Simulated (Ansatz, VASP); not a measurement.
# Two plane-wave programs on Na

```
Na
1.0
     3.84499    0.00000    0.00000
    -1.92249    3.32986    0.00000
     0.00000    0.00000    6.10304
Na
2
Direct
  0.33333 0.66667 0.25000
  0.66667 0.33333 0.75000
```

Change from the starting cell: mode 4 frozen in at +0.000 Å, equal normal strain along x and y +0.0267.

Alike in both runs: task single point; functional PBE; k mesh 15 × 15 × 8; occupations gaussian, width 0.15 eV; no spin polarisation.

|  | VASP | Ansatz |
| --- | --- | --- |
| version | VASP 6.6.1 | Ansatz 0.2.0 |
| potentials or method | VASP PAW PBE potentials, release 64 (Na_pv), cutoff 520 eV | scalar-relativistic, plane waves, PAW |
| valence electrons in the cell | 14 | 18 |

```tsv
	VASP	Ansatz	Ansatz less VASP
gap on the k mesh at the Fermi level (eV)	none	none	-
pressure (GPa)	-0.4	-0.4	0.00
traceless stress, the component that is largest in VASP (GPa)	0.12	0.12	-0.001
```

A gap of «none» marks a metal or a gap that the smearing closes. VASP's potentials hold 14 valence electrons a cell and Ansatz's 18, so a difference there can come from the potentials and not from the codes.
